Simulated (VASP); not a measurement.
A run of VASP 6.6.1:

INCAR

```
PREC = Accurate
ENCUT = 500
EDIFF = 1E-6
ISMEAR = -1
SIGMA = 0.02
LREAL = False
LASPH = True
NELM = 120
ALGO = Normal
ISIF = 2
LWAVE = False
LCHARG = False
GGA = PE
NBANDS = 16
GGA_COMPAT = False
```

File KPOINTS:

```
regular mesh
0
Gamma
  8 8 8
```

File POSCAR:

```
AgBr
1.0
    0.0000000000      2.9200234526      2.9200234526
    2.9200234526      0.0000000000      2.9200234526
    2.9200234526      2.9200234526      0.0000000000
Ag Br
1 1
Direct
    0.0000000000      0.0000000000      0.0000000000
    0.5000000000      0.5000000000      0.5000000000
```

Potentials or basis: VASP PAW PBE potentials, release 64 (Ag, Br).

Launch:

```console
$ cat potpaw_PBE.64/Ag/POTCAR potpaw_PBE.64/Br/POTCAR > POTCAR
$ mpirun -np 1 vasp_std > vasp.out
```

Hardware: 1 thread of Intel(R) Xeon(R) 6975P-C (Granite Rapids), on a shared host.

How long does it take, and how much memory?

Wall time 11 s on 1 thread of Intel(R) Xeon(R) 6975P-C (Granite Rapids), on a shared host, peak memory 0.17 GiB. Counts: scf iterations 12, k points 29.
